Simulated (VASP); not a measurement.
# AlGa3N4 (R3m) in VASP: notebook, part 3 of 3

VASP 6.6.1. Earlier steps stand in the parts before.

## 5. Single point, LDA (10.41 Å³/atom)

This run uses another cell than the first one, of 10.41 Å³/atom.

INCAR

```
PREC = Accurate
ENCUT = 1330
EDIFF = 1E-6
ISMEAR = 0
SIGMA = 0.05
LREAL = F
LASPH = T
NELM = 120
ALGO = Normal
ISIF = 2
LWAVE = F
LCHARG = T
LELF = T
LVHAR = T
NBANDS = 41
GGA_COMPAT = F
```

KPOINTS

```
regular mesh
0
Gamma
  6 6 6
```

POSCAR

```
AlGa3N4
1.0
    4.3833806539      0.2734475492      0.2734475492
    0.2734475492      4.3833806539      0.2734475492
    0.2734475492      0.2734475492      4.3833806539
Al Ga N
1 3 4
Direct
    0.0000000000      0.0000000000      0.0000000000
    0.5000000000      0.5000000000      0.0000000000
    0.5000000000      0.0000000000      0.5000000000
    0.0000000000      0.5000000000      0.5000000000
    0.7548078379      0.7548078379      0.2451921621
    0.7548078379      0.2451921621      0.7548078379
    0.2451921621      0.7548078379      0.7548078379
    0.2451921621      0.2451921621      0.2451921621
```

Potentials or basis: VASP PAW LDA potentials, release 64 (Al, Ga_d, N_h).

On the command line:

```console
$ cat potpaw_LDA.64/Al/POTCAR potpaw_LDA.64/Ga_d/POTCAR potpaw_LDA.64/N_h/POTCAR > POTCAR
$ mpirun -np 1 vasp_std > vasp.out
```

OUTCAR:

```text
PREC = Accurate
   ENCUT = 1330
   EDIFF = 1E-6
   ISMEAR = 0
   LREAL = F
   LASPH = T
   NELM = 120
   ISIF = 2

 ion  position               nearest neighbor table
   1  0.000  0.000  0.000-   6 1.79   7 1.79   5 1.79   8 2.09   3 2.91   4 2.91   2 2.91   4 2.91
                             2 2.91   3 2.91
   2  0.500  0.500  0.000-   6 1.83   7 1.83   8 1.84   5 2.15   3 2.91   4 2.91   1 2.91   3 2.91
                             1 2.91   4 2.91
   3  0.500  0.000  0.500-   5 1.83   7 1.83   8 1.84   6 2.15   1 2.91   2 2.91   2 2.91   4 2.91
                             1 2.91   4 2.91
   4  0.000  0.500  0.500-   5 1.83   6 1.83   8 1.84   7 2.15   1 2.91   2 2.91   1 2.91   3 2.91
                             2 2.91   3 2.91
   5  0.755  0.755  0.245-   1 1.79   3 1.83   4 1.83   2 2.15
   6  0.755  0.245  0.755-   1 1.79   2 1.83   4 1.83   3 2.15
   7  0.245  0.755  0.755-   1 1.79   2 1.83   3 1.83   4 2.15
   8  0.245  0.245  0.245-   2 1.84   3 1.84   4 1.84   1 2.09

  LATTYP: Found a trigonal (rhomboedric) cell.
 ALAT       =     4.4004060132
 COS(alpha) =     0.1276635746

  Lattice vectors:

 A1 = (   4.3833806539,   0.2734475492,   0.2734475492)
 A2 = (   0.2734475492,   4.3833806539,   0.2734475492)
[... 190 lines left out ...]

 val. band max:        6.6716911508   @ k =   0.0000   0.0000   0.0000
 cond. band min:       8.0087568349   @ k =   0.0000   0.0000   0.0000
 fundamental gap:      1.3370656840
 Fermi energy:         6.9053572364

 k-point     1 :       0.0000    0.0000    0.0000
  band No.  band energies     occupation
      1     -10.0012      2.00000
      2      -8.7102      2.00000
      3      -8.4880      2.00000
      4      -8.4880      2.00000
      5      -7.1599      2.00000
      6      -7.1180      2.00000
[... 1045 lines left out ...]
     40      16.6290      0.00000
     41      16.8728      0.00000

 [... further k-points ...]
[... 5 lines left out ...]
  --------------------------------------------------------------------------------------
  -------------------------------------------------------------------------------------
  Total       10.1907993     10.1907993     10.1907993    -13.0712544    -13.0712544    -13.0712544
  in kB      196.0550874    196.0550874    196.0550874   -251.4705507   -251.4705507   -251.4705507
  external PRESSURE =     196.0550874 kB  Pullay stress =       0.0000000 kB

 VOLUME and BASIS-vectors are now :
 -----------------------------------------------------------------------------
  energy-cutoff  :     1330.00
  volume of cell :       83.28
      direct lattice vectors                 reciprocal lattice vectors
     4.383380654  0.273447549  0.273447549     0.229818112 -0.013494850 -0.013494850
     0.273447549  4.383380654  0.273447549    -0.013494850  0.229818112 -0.013494850
     0.273447549  0.273447549  4.383380654    -0.013494850 -0.013494850  0.229818112

 POSITION                                       TOTAL-FORCE (eV/Angst)
 -----------------------------------------------------------------------------------
      0.00000      0.00000      0.00000         0.710234      0.710234      0.710234
      2.32841      2.32841      0.27345         0.706259      0.706259      0.743186
      2.32841      0.27345      2.32841         0.706259      0.743186      0.706259
      0.27345      2.32841      2.32841         0.743186      0.706259      0.706259
      3.58206      3.58206      1.48757        -0.646128     -0.646128     -0.694689
      3.58206      1.48757      3.58206        -0.646128     -0.694689     -0.646128
      1.48757      3.58206      3.58206        -0.694689     -0.646128     -0.646128
      1.20886      1.20886      1.20886        -0.878993     -0.878993     -0.878993
 -----------------------------------------------------------------------------------
    total drift:                               -0.000024     -0.000024     -0.000024

  FREE ENERGIE OF THE ION-ELECTRON SYSTEM (eV)
  ---------------------------------------------------
  free  energy   TOTEN  =       -55.5816609202 eV

  energy  without entropy=      -55.5816609202  energy(sigma->0) =      -55.58166092
```

It took 13 min on 1 thread of Intel Xeon Platinum 8259CL at 2.50GHz (Skylake/Cascade Lake), shared host; peak memory 0.56 GiB.

Results:

* Free energy: -55.5817 eV
* Pressure: 19.6 GPa
* Largest force: 1.522 eV/Å
* Band gap on the k mesh: 1.34 eV

Forces on the atoms (eV/Å):
```
Al   0.710  0.710  0.710
Ga   0.706  0.706  0.743
Ga   0.706  0.743  0.706
Ga   0.743  0.706  0.706
N   -0.646 -0.646 -0.695
N   -0.646 -0.695 -0.646
N   -0.695 -0.646 -0.646
N   -0.879 -0.879 -0.879
```

Caveat: the cell stands under pressure; forces of over 1 eV/Å act on the atoms, so gaps and moduli don't describe the material at rest.

## 6. Single point, LDA (10.84 Å³/atom)

INCAR

```
SYSTEM = AlGa3N4
PREC = Accurate
ENCUT = 1330
EDIFF = 1E-6
ISMEAR = 0
SIGMA = 0.05
LREAL = .False.
LASPH = .True.
NELM = 120
ALGO = Normal
ISIF = 2
LWAVE = .False.
LCHARG = .True.
LELF = .True.
LVHAR = .True.
NBANDS = 41
GGA_COMPAT = .False.
```

KPOINTS

```
regular mesh
0
Gamma
  6 6 6
  0 0 0
```

POSCAR, as its differences from that of step 5:

```diff
@@ -2,5 +2,5 @@
 1.0
-    4.3833806539      0.2734475492      0.2734475492
-    0.2734475492      4.3833806539      0.2734475492
-    0.2734475492      0.2734475492      4.3833806539
+    4.4277662635     -0.0666674332     -0.0666674332
+   -0.0666674332      4.4277662635     -0.0666674332
+   -0.0666674332     -0.0666674332      4.4277662635
 Al Ga N
```

Potentials or basis: VASP PAW LDA potentials, release 64 (Al, Ga_d, N_h).

On the command line:

```console
$ cat potpaw_LDA.64/Al/POTCAR potpaw_LDA.64/Ga_d/POTCAR potpaw_LDA.64/N_h/POTCAR > POTCAR
$ mpirun -np 1 vasp_std > vasp.out
```

It took 4.7 min on 1 thread of Intel Xeon 6975P-C (Granite Rapids), shared host; peak memory 0.56 GiB.

The run converged. Its results:

* Free energy: -58.0474 eV
* Pressure: 1.6 GPa
* Largest force: 0.626 eV/Å
* Band gap on the k mesh: 2.41 eV

Forces in eV/Å, atoms in the order of the input:
```
Al  -0.348 -0.348 -0.348
Ga  -0.362 -0.362 -0.332
Ga  -0.362 -0.332 -0.362
Ga  -0.332 -0.362 -0.362
N    0.371  0.371  0.300
N    0.371  0.300  0.371
N    0.300  0.371  0.371
N    0.362  0.362  0.362
```

Stress tensor (GPa, compression positive):
```
1.61 6.82 6.82
6.82 1.61 6.82
6.82 6.82 1.61
```

Levels at points of the mesh, in eV from the valence-band top:
| k point | band 29 | band 30 | band 31 | band 32 | band 33 | band 34 |
| --- | --- | --- | --- | --- | --- | --- |
| (0.00, 0.00, 0.00) | -0.17 | -0.17 | 0.00 | 2.41 | 3.22 | 3.24 |
| (0.50, 0.00, 0.00) | -1.50 | -1.50 | -1.20 | 4.83 | 4.91 | 6.04 |
| (0.50, 0.50, 0.00) | -1.15 | -1.00 | -0.74 | 6.64 | 6.69 | 6.94 |
| (0.50, 0.50, 0.50) | -0.76 | -0.76 | -0.76 | 4.72 | 5.11 | 5.11 |

## 7. Overview

```tsv
potentials or basis	cell	cutoff (eV)	gap on the mesh (eV)	pressure (GPa)	largest force (eV/Å)
VASP PAW LDA potentials, release 64 (Al, Ga_d, N)	a = 4.461 Å, angles 82.7°, 8 atoms	520	1.16	9.7	1.07
VASP PAW LDA potentials, release 64 (Al, Ga_d, N)	a = 4.435 Å, angles 86.4°, 8 atoms	520	2.16	3.3	0.80
VASP PAW LDA potentials, release 64 (Al, Ga_d, N)	a = 4.429 Å, angles 88.2°, 8 atoms	520	2.44	1.6	0.49
VASP PAW LDA potentials, release 64 (Al, Ga_d, N_h)	a = 4.400 Å, angles 82.7°, 8 atoms	1330	1.34	19.6	1.52
VASP PAW LDA potentials, release 64 (Al, Ga_d, N_h)	a = 4.429 Å, angles 91.7°, 8 atoms	1330	2.41	1.6	0.63
```

Alike in all rows: task single point; level LDA; no spin polarisation; k mesh 6 × 6 × 6; smearing gaussian 0.05 eV.

Caveats: the cell stands under pressure (at least some runs); forces of over 1 eV/Å act on the atoms, so gaps and moduli don't describe the material at rest (at least some runs).

Total energies depend on the potentials used, so only differences within one code and one set of settings carry meaning.
